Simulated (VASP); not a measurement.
Wanted: the native input for a VASP 6.6.1 run.

- Task: single point
- Functional: PBEsol
- Potentials or basis: VASP PAW PBE potentials, release 64 (Cd, Se)
- Cutoff: 520 eV
- k mesh: 7 × 7 × 4
- Occupations: fermi-dirac, width 0.05 eV
- Spin: no spin polarisation
- Dipole correction: no
- Further INCAR settings: ALGO = Normal; EDIFF = 1e-06; NBANDS = 26

The structure of CdSe (Cadmoselite) lies in POSCAR:

```
CdSe
1.0
    4.0978356411      0.0000000000      0.0000000000
   -2.0489178205      3.5488297657      0.0000000000
    0.0000000000      0.0000000000      6.7339219566
Cd Se
2 2
Direct
    0.6666666667      0.3333333333      0.5057737649
    0.3333333333      0.6666666667      0.0057737649
    0.6666666667      0.3333333333      0.8792262351
    0.3333333333      0.6666666667      0.3792262351
```

The input as run:

INCAR

```
ALGO = Normal
EDIFF = 1E-6
ENCUT = 520
GGA = PS
ISIF = 2
ISMEAR = -1
LASPH = True
LCHARG = False
LREAL = False
LWAVE = False
NBANDS = 26
NELM = 80
PREC = Accurate
SIGMA = 0.05
```

KPOINTS

```
k-points
0
Gamma
  7 7 4
```

Potentials or basis: VASP PAW PBE potentials, release 64 (Cd, Se).

The run is started by

```console
$ cat potpaw_PBE.64/Cd/POTCAR potpaw_PBE.64/Se/POTCAR > POTCAR
$ mpirun -np 1 vasp_std > vasp.out
```

It gave:

| Quantity | Value |
| --- | --- |
| Pressure | 10.6 GPa |
| Band gap on the k mesh | 0.81 eV, direct |

Caveat: the PAW data sets were made with another functional, which shifts forces and pressure a little.

Run time: 45 s on 1 thread of Intel(R) Xeon(R) Platinum 8259CL CPU @ 2.50GHz (Skylake/Cascade Lake) (shared host), peak memory 0.22 GiB.
